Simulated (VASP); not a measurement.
# Pb (Fm-3m) in VASP: notebook

The runs below take Pb through single point, with PBE.

Program: VASP 6.6.1. These are calculated values, not measurements. Logs are shortened: lines on timing, memory, paths and dates and some standing lists are left out, and cuts for length are marked.

## Step 1: The cell of the first run

It takes space group Fm-3m (No. 225, cubic). Conventional cell: a = 4.950 Å, b = 4.950 Å, c = 4.950 Å, α = 90.00°, β = 90.00°, γ = 90.00°. Pb (site symmetry m-3m) has 12 Pb at 3.50 Å within 4.6 Å.

## Step 2: Single point, PBE

INCAR reads:

```
SYSTEM = Pb
PREC = Accurate ; ENCUT = 520
EDIFF = 1E-6 ; ISMEAR = 0
SIGMA = 0.05 ; LREAL = .FALSE.
LASPH = .TRUE. ; NELM = 80
ALGO = Normal ; ISIF = 2
LWAVE = .FALSE. ; LCHARG = .FALSE.
GGA = PE ; NBANDS = 13
```

KPOINTS reads:

```
regular mesh
0
G
  8 8 8
  0 0 0
```

POSCAR reads:

```
Pb
1.0
    0.0000000000      2.4750000000      2.4750000000
    2.4750000000      0.0000000000      2.4750000000
    2.4750000000      2.4750000000      0.0000000000
Pb
1
Direct
    0.0000000000      0.0000000000      0.0000000000
```

Potentials or basis: VASP PAW PBE potentials, release 64 (Pb_d).

On the command line:

```console
> cat potpaw_PBE.64/Pb_d/POTCAR > POTCAR
> mpirun -np 1 vasp_std > vasp.out
```

OUTCAR:

```text
SYSTEM = Pb
   PREC = Accurate
   ENCUT = 520
   EDIFF = 1E-6
   ISMEAR = 0
   LREAL = .FALSE.
   LASPH = .TRUE.
   NELM = 80
   ISIF = 2
   GGA = PE

 ion  position               nearest neighbor table
   1  0.000  0.000  0.000-

  LATTYP: Found a face centered cubic cell.
 ALAT       =     4.9500000000

  Lattice vectors:

 A1 = (   0.0000000000,   2.4750000000,   2.4750000000)
 A2 = (   2.4750000000,   0.0000000000,   2.4750000000)
 A3 = (   2.4750000000,   2.4750000000,   0.0000000000)

Analysis of symmetry for initial positions (statically):
=====================================================================
 Subroutine PRICEL returns:
 Original cell was already a primitive cell.

 Routine SETGRP: Setting up the symmetry group for a
 face centered cubic supercell.

 Subroutine GETGRP returns: Found 48 space group operations
 (whereof 48 operations were pure point group operations)
 out of a pool of 48 trial point group operations.

The static configuration has the point symmetry O_h .

Analysis of symmetry for dynamics (positions and initial velocities):
=====================================================================
 Subroutine PRICEL returns:
 Original cell was already a primitive cell.

 Routine SETGRP: Setting up the symmetry group for a
 face centered cubic supercell.

 Subroutine GETGRP returns: Found 48 space group operations
 (whereof 48 operations were pure point group operations)
 out of a pool of 48 trial point group operations.

The dynamic configuration has the point symmetry O_h .

 Subroutine INISYM returns: Found 48 space group operations
 (whereof 48 operations are pure point group operations),
 and found     1 'primitive' translations

----------------------------------------------------------------------------------------

                                     Primitive cell

  volume of cell :      30.3218

  direct lattice vectors                    reciprocal lattice vectors
     0.000000000  2.475000000  2.475000000    -0.202020202  0.202020202  0.202020202
     2.475000000  0.000000000  2.475000000     0.202020202 -0.202020202  0.202020202
     2.475000000  2.475000000  0.000000000     0.202020202  0.202020202 -0.202020202

  length of vectors
     3.500178567  3.500178567  3.500178567     0.349909254  0.349909254  0.349909254

  position of ions in fractional coordinates (direct lattice)
     0.000000000  0.000000000  0.000000000

  ion indices of the primitive-cell ions
   primitive index   ion index
                 1           1

----------------------------------------------------------------------------------------

 KPOINTS: regular mesh

Automatic generation of k-mesh.
 Grid dimensions read from file:
 generate k-points for:    8    8    8

 Generating k-lattice:

  Cartesian coordinates                     Fractional coordinates (reciprocal lattice)
    -0.025252525  0.025252525  0.025252525     0.125000000  0.000000000  0.000000000
     0.025252525 -0.025252525  0.025252525     0.000000000  0.125000000  0.000000000
     0.025252525  0.025252525 -0.025252525     0.000000000  0.000000000  0.125000000

  Length of vectors
     0.043738657  0.043738657  0.043738657

  Shift w.r.t. Gamma in fractional coordinates (k-lattice)
     0.000000000  0.000000000  0.000000000

 Subroutine IBZKPT returns following result:
 ===========================================

 Found     29 irreducible k-points:

 Following reciprocal coordinates:
            Coordinates               Weight
  0.000000  0.000000  0.000000      1.000000
  0.125000  0.000000  0.000000      8.000000
  0.250000  0.000000  0.000000      8.000000
  0.375000  0.000000  0.000000      8.000000
  0.500000  0.000000  0.000000      4.000000
  0.125000  0.125000  0.000000      6.000000
[... 16 lines left out ...]
  0.500000  0.250000  0.125000     48.000000
 -0.375000  0.250000  0.125000     24.000000
 [... further k-points ...]
   k-points           NKPTS =     29   k-points in BZ     NKDIM =     29   number of bands    NBANDS=     13
   number of dos      NEDOS =    301   number of ions     NIONS =      1
   total plane-waves  NPLWV =  21952
   dimension x,y,z NGX =    28 NGY =   28 NGZ =   28
   dimension x,y,z NGXF=    56 NGYF=   56 NGZF=   56
   ions per type =               1
   NGX,Y,Z   is equivalent  to a cutoff of  13.30, 13.30, 13.30 a.u.
   NGXF,Y,Z  is equivalent  to a cutoff of  26.60, 26.60, 26.60 a.u.
 SYSTEM =  Pb
   PREC   = accura    normal or accurate (medium, high low for compatibility)
   ISTART =      0    job   : 0-new  1-cont  2-samecut
   ICHARG =      2    charge: 1-file 2-atom 10-const
   ISPIN  =      1    spin polarized calculation?
   LNONCOLLINEAR =      F non collinear calculations
   LSORBIT =      F    spin-orbit coupling
   LASPH  =      T    aspherical Exc in radial PAW
   ENCUT  =  520.0 eV  38.22 Ry    6.18 a.u.   6.51  6.51  6.51*2*pi/ulx,y,z
   NELM   =     80;   NELMIN=  2; NELMDL= -5     # of ELM steps
   EDIFF  = 0.1E-05   stopping-criterion for ELM
   LREAL  =      F    real-space projection
   EDIFFG = 0.1E-04   stopping-criterion for IOM
   NSW    =      0    number of steps for IOM
   IBRION =     -1    ionic relax: 0-MD 1-quasi-New 2-CG
   NFREE  =      0    steps in history (QN), initial steepest desc. (CG)
   ISIF   =      2    stress and relaxation
   ISYM   =      2    0-nonsym 1-usesym 2-fastsym
   POTIM  = 0.5000    time-step for ionic-motion
   TEBEG  =    0.0;   TEEND  =   0.0 temperature during run
   PSTRESS=    0.0 pullay stress
   NELECT =      14.0000    total number of electrons
   NUPDOWN=      -1.0000    fix difference up-down
   EMIN   =  10.00;   EMAX   =-10.00  energy-range for DOS
   EFERMI =   0.00;   METHOD = LEGACY
   ISMEAR =     0;   SIGMA  =   0.05  broadening in eV -4-tet -1-fermi 0-gaus
   EFERMI_NEDOS =   21; number of points for ismear=-14 and -15
   IALGO  =     38    algorithm
   IMIX   =      4    mixing-type and parameters
     AMIX     =   0.40;   BMIX     =  1.00
     AMIX_MAG =   1.60;   BMIX_MAG =  1.00
  volume/ion in A,a.u.               =      30.32       204.62
  Fermi-wavevector in a.u.,A,eV,Ry     =   1.265316  2.391100 21.783259  1.601024
  Thomas-Fermi vector in A             =   2.398575
   LORBIT       =      0    0 simple, 1 ext, 2 COOP (PROOUT), +10 PAW based schemes
   GGA     = PE    functional components
   LHFCALC =     F    Hartree Fock is set to
   AEXX    =    0.0000 exact exchange contribution
   IVDW    =     0    specifies the selected vdW correction
   LEPSILON=     F    determine dielectric tensor
   LRPA    =     F    only Hartree local field effects (RPA)
 non-spin polarized calculation
 Gauss-broadening in eV      SIGMA  =   0.05
  energy-cutoff  :      520.00
  volume of cell :       30.32
 maximum number of plane-waves:       869
 NGX is ok and might be reduce to    28
   NGX = 13   NGY = 13   NGZ = 13

 number of electron      13.9999999 magnetization

 Free energy of the ion-electron system (eV)
  ---------------------------------------------------
  ext. energy  EPLUGINS =         0.00000000
  ---------------------------------------------------
  free energy    TOTEN  =        -3.56688156 eV

  energy without entropy =       -3.56658625  energy(sigma->0) =       -3.56673391

 E-fermi :   7.1847     XC(G=0): -10.1832

 val. band max:        7.1235120158   @ k =   0.3750   0.2500   0.0000
 cond. band min:       7.3974761113   @ k =  -0.3750   0.2500   0.0000
 fundamental gap:      0.2739640955
 Fermi energy:         7.1847379940

 k-point     1 :       0.0000    0.0000    0.0000
  band No.  band energies     occupation
      1      -9.7830      2.00000
      2      -9.7830      2.00000
      3      -9.7830      2.00000
      4      -9.6432      2.00000
      5      -9.6432      2.00000
      6      -4.4697      2.00000
      7      14.7031      0.00000
      8      14.7031      0.00000
      9      14.7031      0.00000
     10      17.0464      0.00000
     11      18.6247      0.00000
     12      19.7691      0.00000
     13      19.7691      0.00000

 k-point     2 :       0.1250    0.0000    0.0000
  band No.  band energies     occupation
      1      -9.7839      2.00000
      2      -9.7631      2.00000
      3      -9.7631      2.00000
      4      -9.6425      2.00000
      5      -9.6425      2.00000
      6      -4.1686      2.00000
      7      11.9006      0.00000
      8      14.3550      0.00000
      9      14.3550      0.00000
     10      16.6006      0.00000
     11      19.7662      0.00000
     12      20.3834      0.00000
     13      20.3835      0.00000

 k-point     3 :       0.2500    0.0000    0.0000
  band No.  band energies     occupation
      1      -9.7912      2.00000
      2      -9.7474      2.00000
      3      -9.7474      2.00000
      4      -9.6076      2.00000
      5      -9.6076      2.00000
      6      -3.2709      2.00000
      7       8.0391      0.00000
      8      13.6658      0.00000
      9      13.6658      0.00000
     10      16.2622      0.00000
     11      18.7821      0.00000
     12      19.6369      0.00000
     13      19.6369      0.00000
[... 305 lines left out ...]
 k-point    23 :       0.5000    0.2500    0.1250
  band No.  band energies     occupation
      1      -9.7956      2.00000
      2      -9.7601      2.00000
      3      -9.6759      2.00000
      4      -9.5969      2.00000
      5      -9.5319      2.00000
      6      -1.1757      2.00000
      7       5.4393      2.00000
      8       8.7970      0.00000
      9      11.1217      0.00000
     10      16.1490      0.00000
     11      18.4284      0.00000
     12      19.8012      0.00000
     13      22.5603      0.00000

 k-point    24 :      -0.3750    0.2500    0.1250
  band No.  band energies     occupation
      1      -9.7862      2.00000
      2      -9.7666      2.00000
      3      -9.6610      2.00000
      4      -9.6021      2.00000
      5      -9.5156      2.00000
      6      -0.2592      2.00000
      7       3.9979      2.00000
      8       8.6897      0.00000
      9      10.5684      0.00000
     10      16.0472      0.00000
     11      18.2513      0.00000
     12      22.4467      0.00000
     13      22.9076      0.00000

 [... further k-points ...]
[... 5 lines left out ...]
  --------------------------------------------------------------------------------------
  -------------------------------------------------------------------------------------
  Total        0.4857338      0.4857338      0.4857338     -0.0000000     -0.0000000     -0.0000000
  in kB       25.6657117     25.6657117     25.6657117     -0.0000000     -0.0000000     -0.0000000
  external PRESSURE =      25.6657117 kB  Pullay stress =       0.0000000 kB

 VOLUME and BASIS-vectors are now :
 -----------------------------------------------------------------------------
  energy-cutoff  :      520.00
  volume of cell :       30.32
      direct lattice vectors                 reciprocal lattice vectors
     0.000000000  2.475000000  2.475000000    -0.202020202  0.202020202  0.202020202
     2.475000000  0.000000000  2.475000000     0.202020202 -0.202020202  0.202020202
     2.475000000  2.475000000  0.000000000     0.202020202  0.202020202 -0.202020202

 POSITION                                       TOTAL-FORCE (eV/Angst)
 -----------------------------------------------------------------------------------
      0.00000      0.00000      0.00000         0.000000     -0.000000      0.000000
 -----------------------------------------------------------------------------------
    total drift:                               -0.000000     -0.000000     -0.000000

  FREE ENERGIE OF THE ION-ELECTRON SYSTEM (eV)
  ---------------------------------------------------
  free  energy   TOTEN  =        -3.5668815580 eV

  energy  without entropy=       -3.5665862540  energy(sigma->0) =       -3.56673391
```

It took 5.4 s on 1 thread of Intel Xeon 6975P-C (Granite Rapids), shared host; peak memory 0.15 GiB.

What came out:

* Free energy: -3.5669 eV
* Pressure: 2.6 GPa
* Band gap on the k mesh: zero (band 7 reaches 14.70 eV, above the bottom of band 8 at 5.91 eV)

Levels at points of the mesh, in eV from the Fermi level:
| k point | band 4 | band 5 | band 6 | band 7 | band 8 | band 9 | band 10 | band 11 |
| --- | --- | --- | --- | --- | --- | --- | --- | --- |
| (0.00, 0.00, 0.00) | -16.83 | -16.83 | -11.65 | 7.52 | 7.52 | 7.52 | 9.86 | 11.44 |
| (0.50, 0.00, 0.00) | -16.69 | -16.69 | -8.03 | -4.11 | 5.68 | 5.68 | 9.34 | 9.57 |
| (0.50, 0.50, 0.00) | -16.66 | -16.66 | -6.62 | -3.17 | 2.15 | 2.15 | 5.48 | 6.75 |

Caveat: spin-orbit coupling is left out, which moves the levels of the heavy elements.

[end of part 1 of 3]
